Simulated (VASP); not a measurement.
# TiPt3 (Pm-3m) in VASP: single point with PBE

Aim: the single point of TiPt3 with PBE.

Program: VASP 6.6.1. These are calculated values, not measurements. Logs are shortened: lines on timing, memory, paths and dates and some standing lists are left out, and cuts for length are marked.

### 1 The cell of the first run

It takes space group Pm-3m (No. 221, cubic). Conventional cell: a = 3.897 Å, b = 3.897 Å, c = 3.897 Å, α = 90.00°, β = 90.00°, γ = 90.00°. Ti (site symmetry m-3m) has 12 Pt at 2.76 Å within 3.6 Å. Within 3.6 Å of Pt (site symmetry 4/mmm) lie 4 Ti at 2.76 Å and 8 Pt at 2.76 Å.

### 2 Single point, PBE

Input file INCAR:

```
SYSTEM = TiPt3
PREC = Accurate
ENCUT = 520
EDIFF = 1E-7
ISMEAR = -1
SIGMA = 0.15
LREAL = .False.
LASPH = .True.
NELM = 100
ALGO = Normal
ISIF = 2
LWAVE = .False.
LCHARG = .True.
GGA = PE
LELF = .True.
LVHAR = .True.
NBANDS = 29
```

Input file KPOINTS:

```
Automatic mesh
0
Gamma
  6 6 6
  0 0 0
```

Input file POSCAR:

```
TiPt3
1.0
    3.8970000000      0.0000000000      0.0000000000
    0.0000000000      3.8970000000      0.0000000000
    0.0000000000      0.0000000000      3.8970000000
Ti Pt
1 3
Direct
    0.0000000000      0.0000000000      0.0000000000
    0.0000000000      0.5000000000      0.5000000000
    0.5000000000      0.0000000000      0.5000000000
    0.5000000000      0.5000000000      0.0000000000
```

Potentials or basis: VASP PAW PBE potentials, release 64 (Ti_sv, Pt).

On the command line:

```console
$ cat potpaw_PBE.64/Ti_sv/POTCAR potpaw_PBE.64/Pt/POTCAR > POTCAR
$ mpirun -np 1 vasp_std > vasp.out
```

OUTCAR:

```text
SYSTEM = TiPt3
   PREC = Accurate
   ENCUT = 520
   EDIFF = 1E-7
   ISMEAR = -1
   LREAL = .False.
   LASPH = .True.
   NELM = 100
   ISIF = 2
   GGA = PE

 ion  position               nearest neighbor table
   1  0.000  0.000  0.000-   2 2.76   3 2.76   4 2.76   2 2.76   3 2.76   2 2.76   4 2.76   2 2.76
                             3 2.76   4 2.76   3 2.76   4 2.76
   2  0.000  0.500  0.500-   1 2.76   3 2.76   4 2.76   1 2.76   4 2.76   1 2.76   3 2.76   1 2.76
                             3 2.76   4 2.76   4 2.76   3 2.76
   3  0.500  0.000  0.500-   1 2.76   2 2.76   4 2.76   1 2.76   4 2.76   2 2.76   4 2.76   4 2.76
                             1 2.76   2 2.76   1 2.76   2 2.76
   4  0.500  0.500  0.000-   1 2.76   2 2.76   3 2.76   2 2.76   3 2.76   1 2.76   3 2.76   3 2.76
                             1 2.76   2 2.76   2 2.76   1 2.76

  LATTYP: Found a simple cubic cell.
 ALAT       =     3.8970000000

  Lattice vectors:

 A1 = (   3.8970000000,   0.0000000000,   0.0000000000)
 A2 = (   0.0000000000,   3.8970000000,   0.0000000000)
 A3 = (   0.0000000000,   0.0000000000,   3.8970000000)

Analysis of symmetry for initial positions (statically):
=====================================================================
 Subroutine PRICEL returns:
 Original cell was already a primitive cell.

 Routine SETGRP: Setting up the symmetry group for a
 simple cubic supercell.

 Subroutine GETGRP returns: Found 48 space group operations
 (whereof 48 operations were pure point group operations)
 out of a pool of 48 trial point group operations.

The static configuration has the point symmetry O_h .

Analysis of symmetry for dynamics (positions and initial velocities):
=====================================================================
 Subroutine PRICEL returns:
 Original cell was already a primitive cell.

 Routine SETGRP: Setting up the symmetry group for a
 simple cubic supercell.

 Subroutine GETGRP returns: Found 48 space group operations
 (whereof 48 operations were pure point group operations)
 out of a pool of 48 trial point group operations.

The dynamic configuration has the point symmetry O_h .

 Subroutine INISYM returns: Found 48 space group operations
 (whereof 48 operations are pure point group operations),
 and found     1 'primitive' translations

----------------------------------------------------------------------------------------

                                     Primitive cell

  volume of cell :      59.1822

  direct lattice vectors                    reciprocal lattice vectors
     3.897000000  0.000000000  0.000000000     0.256607647  0.000000000  0.000000000
     0.000000000  3.897000000  0.000000000     0.000000000  0.256607647  0.000000000
     0.000000000  0.000000000  3.897000000     0.000000000  0.000000000  0.256607647

  length of vectors
     3.897000000  3.897000000  3.897000000     0.256607647  0.256607647  0.256607647

  position of ions in fractional coordinates (direct lattice)
     0.000000000  0.000000000  0.000000000
     0.000000000  0.500000000  0.500000000
     0.500000000  0.000000000  0.500000000
     0.500000000  0.500000000  0.000000000

  ion indices of the primitive-cell ions
   primitive index   ion index
                 1           1
                 2           2
                 3           3
                 4           4

----------------------------------------------------------------------------------------

 KPOINTS: Automatic mesh

Automatic generation of k-mesh.
 Grid dimensions read from file:
 generate k-points for:    6    6    6

 Generating k-lattice:

  Cartesian coordinates                     Fractional coordinates (reciprocal lattice)
     0.042767941  0.000000000  0.000000000     0.166666667  0.000000000  0.000000000
     0.000000000  0.042767941  0.000000000     0.000000000  0.166666667  0.000000000
     0.000000000  0.000000000  0.042767941     0.000000000  0.000000000  0.166666667

  Length of vectors
     0.042767941  0.042767941  0.042767941

  Shift w.r.t. Gamma in fractional coordinates (k-lattice)
     0.000000000  0.000000000  0.000000000

 Subroutine IBZKPT returns following result:
 ===========================================

 Found     20 irreducible k-points:

 Following reciprocal coordinates:
            Coordinates               Weight
  0.000000  0.000000  0.000000      1.000000
  0.166667  0.000000  0.000000      6.000000
  0.333333  0.000000  0.000000      6.000000
  0.500000  0.000000  0.000000      3.000000
  0.166667  0.166667  0.000000     12.000000
  0.333333  0.166667  0.000000     24.000000
[... 12 lines left out ...]
  0.500000  0.500000  0.333333      6.000000
  0.500000  0.500000  0.500000      1.000000
   k-points           NKPTS =     20   k-points in BZ     NKDIM =     20   number of bands    NBANDS=     29
   number of dos      NEDOS =    301   number of ions     NIONS =      4
   total plane-waves  NPLWV =  27000
   dimension x,y,z NGX =    30 NGY =   30 NGZ =   30
   dimension x,y,z NGXF=    60 NGYF=   60 NGZF=   60
   ions per type =               1   3
   NGX,Y,Z   is equivalent  to a cutoff of  12.80, 12.80, 12.80 a.u.
   NGXF,Y,Z  is equivalent  to a cutoff of  25.60, 25.60, 25.60 a.u.
 SYSTEM =  TiPt3
   PREC   = accura    normal or accurate (medium, high low for compatibility)
   ISTART =      0    job   : 0-new  1-cont  2-samecut
   ICHARG =      2    charge: 1-file 2-atom 10-const
   ISPIN  =      1    spin polarized calculation?
   LNONCOLLINEAR =      F non collinear calculations
   LSORBIT =      F    spin-orbit coupling
   LASPH  =      T    aspherical Exc in radial PAW
   ENCUT  =  520.0 eV  38.22 Ry    6.18 a.u.   7.25  7.25  7.25*2*pi/ulx,y,z
   NELM   =    100;   NELMIN=  2; NELMDL= -5     # of ELM steps
   EDIFF  = 0.1E-06   stopping-criterion for ELM
   LREAL  =      F    real-space projection
   EDIFFG = 0.1E-05   stopping-criterion for IOM
   NSW    =      0    number of steps for IOM
   IBRION =     -1    ionic relax: 0-MD 1-quasi-New 2-CG
   NFREE  =      0    steps in history (QN), initial steepest desc. (CG)
   ISIF   =      2    stress and relaxation
   ISYM   =      2    0-nonsym 1-usesym 2-fastsym
   POTIM  = 0.5000    time-step for ionic-motion
   TEBEG  =    0.0;   TEEND  =   0.0 temperature during run
   PSTRESS=    0.0 pullay stress
   NELECT =      42.0000    total number of electrons
   NUPDOWN=      -1.0000    fix difference up-down
   EMIN   =  10.00;   EMAX   =-10.00  energy-range for DOS
   EFERMI =   0.00;   METHOD = LEGACY
   ISMEAR =    -1;   SIGMA  =   0.15  broadening in eV -4-tet -1-fermi 0-gaus
   EFERMI_NEDOS =   21; number of points for ismear=-14 and -15
   IALGO  =     38    algorithm
   IMIX   =      4    mixing-type and parameters
     AMIX     =   0.40;   BMIX     =  1.00
     AMIX_MAG =   1.60;   BMIX_MAG =  1.00
  volume/ion in A,a.u.               =      14.80        99.85
  Fermi-wavevector in a.u.,A,eV,Ry     =   1.460251  2.759474 29.012153  2.132333
  Thomas-Fermi vector in A             =   2.576723
   LORBIT       =      0    0 simple, 1 ext, 2 COOP (PROOUT), +10 PAW based schemes
   GGA     = PE    functional components
   LHFCALC =     F    Hartree Fock is set to
   AEXX    =    0.0000 exact exchange contribution
   IVDW    =     0    specifies the selected vdW correction
   LEPSILON=     F    determine dielectric tensor
   LRPA    =     F    only Hartree local field effects (RPA)
 non-spin polarized calculation
  energy-cutoff  :      520.00
  volume of cell :       59.18
 maximum number of plane-waves:      1628
 NGX is ok and might be reduce to    30
   NGX = 15   NGY = 15   NGZ = 15

 number of electron      41.9999997 magnetization

 Free energy of the ion-electron system (eV)
  ---------------------------------------------------
  ext. energy  EPLUGINS =         0.00000000
  ---------------------------------------------------
  free energy    TOTEN  =       -29.55021503 eV

  energy without entropy =      -29.38924611  energy(sigma->0) =      -29.46973057

 E-fermi :  11.7849     XC(G=0): -13.2837

 val. band max:       11.7060222936   @ k =   0.5000   0.0000   0.0000
 cond. band min:      11.7982510917   @ k =   0.1667   0.0000   0.0000
 fundamental gap:      0.0922287981
 Fermi energy:        11.7849009832

 k-point     1 :       0.0000    0.0000    0.0000
  band No.  band energies     occupation
      1     -46.2349      2.00000
      2     -22.4582      2.00000
      3     -22.4582      2.00000
      4     -22.4582      2.00000
      5       1.6375      2.00000
      6       4.4227      2.00000
[... 21 lines left out ...]
     28      13.9484      0.00000
     29      20.2898      0.00000

 k-point     2 :       0.1667    0.0000    0.0000
  band No.  band energies     occupation
      1     -46.2344      2.00000
      2     -22.4655      2.00000
      3     -22.4594      2.00000
      4     -22.4594      2.00000
      5       2.0030      2.00000
      6       4.6507      2.00000
[... 21 lines left out ...]
     28      15.5319      0.00000
     29      19.7161      0.00000

 k-point     3 :       0.3333    0.0000    0.0000
  band No.  band energies     occupation
      1     -46.2335      2.00000
      2     -22.4799      2.00000
      3     -22.4616      2.00000
      4     -22.4616      2.00000
      5       2.9914      2.00000
      6       5.0821      2.00000
[... 21 lines left out ...]
     28      17.7793      0.00000
     29      18.9365      0.00000

 k-point     4 :       0.5000    0.0000    0.0000
  band No.  band energies     occupation
      1     -46.2330      2.00000
      2     -22.4871      2.00000
      3     -22.4628      2.00000
      4     -22.4628      2.00000
      5       3.8602      2.00000
      6       5.0039      2.00000
[... 469 lines left out ...]
     28      14.9203      0.00000
     29      17.3082      0.00000

 k-point    19 :       0.5000    0.5000    0.3333
  band No.  band energies     occupation
      1     -46.2325      2.00000
      2     -22.4733      2.00000
      3     -22.4733      2.00000
      4     -22.4702      2.00000
      5       4.5793      2.00000
      6       4.5793      2.00000
[... 21 lines left out ...]
     28      14.1214      0.00000
     29      18.1571      0.00000

 k-point    20 :       0.5000    0.5000    0.5000
  band No.  band energies     occupation
      1     -46.2326      2.00000
      2     -22.4712      2.00000
      3     -22.4712      2.00000
      4     -22.4712      2.00000
      5       4.3800      2.00000
      6       4.3800      2.00000
[... 21 lines left out ...]
     28      13.4640      0.00003
     29      17.5194      0.00000

------------------------ aborting loop because EDIFF is reached ----------------------------------------

  FORCE on cell =-STRESS in cart. coord.  units (eV):
  Direction    XX          YY          ZZ          XY          YZ          ZX
  --------------------------------------------------------------------------------------
  -------------------------------------------------------------------------------------
  Total        3.6162143      3.6162143      3.6162143      0.0000000     -0.0000000      0.0000000
  in kB       97.8979334     97.8979334     97.8979334      0.0000000     -0.0000000      0.0000000
  external PRESSURE =      97.8979334 kB  Pullay stress =       0.0000000 kB

 VOLUME and BASIS-vectors are now :
 -----------------------------------------------------------------------------
  energy-cutoff  :      520.00
  volume of cell :       59.18
      direct lattice vectors                 reciprocal lattice vectors
     3.897000000  0.000000000  0.000000000     0.256607647  0.000000000  0.000000000
     0.000000000  3.897000000  0.000000000     0.000000000  0.256607647  0.000000000
     0.000000000  0.000000000  3.897000000     0.000000000  0.000000000  0.256607647

 POSITION                                       TOTAL-FORCE (eV/Angst)
 -----------------------------------------------------------------------------------
      0.00000      0.00000      0.00000         0.000000      0.000000      0.000000
      0.00000      1.94850      1.94850         0.000000      0.000000      0.000000
      1.94850      0.00000      1.94850         0.000000      0.000000      0.000000
      1.94850      1.94850      0.00000         0.000000      0.000000      0.000000
 -----------------------------------------------------------------------------------
    total drift:                                0.000000      0.000000     -0.000000

  FREE ENERGIE OF THE ION-ELECTRON SYSTEM (eV)
  ---------------------------------------------------
  free  energy   TOTEN  =       -29.5502150326 eV

  energy  without entropy=      -29.3892461076  energy(sigma->0) =      -29.46973057
```

Run time: 36 s. Hardware: 1 thread of Intel Xeon Platinum 8259CL at 2.50GHz (Skylake/Cascade Lake), shared host; peak memory 0.18 GiB.

Results:

| Item | Value |
| --- | --- |
| Free energy | -29.5502 eV |
| Pressure | 9.8 GPa |
| Band gap on the k mesh | zero (band 21 reaches 13.31 eV, above the bottom of band 22 at 11.39 eV) |

Caveat: spin-orbit coupling is left out, which moves the levels of the heavy elements.
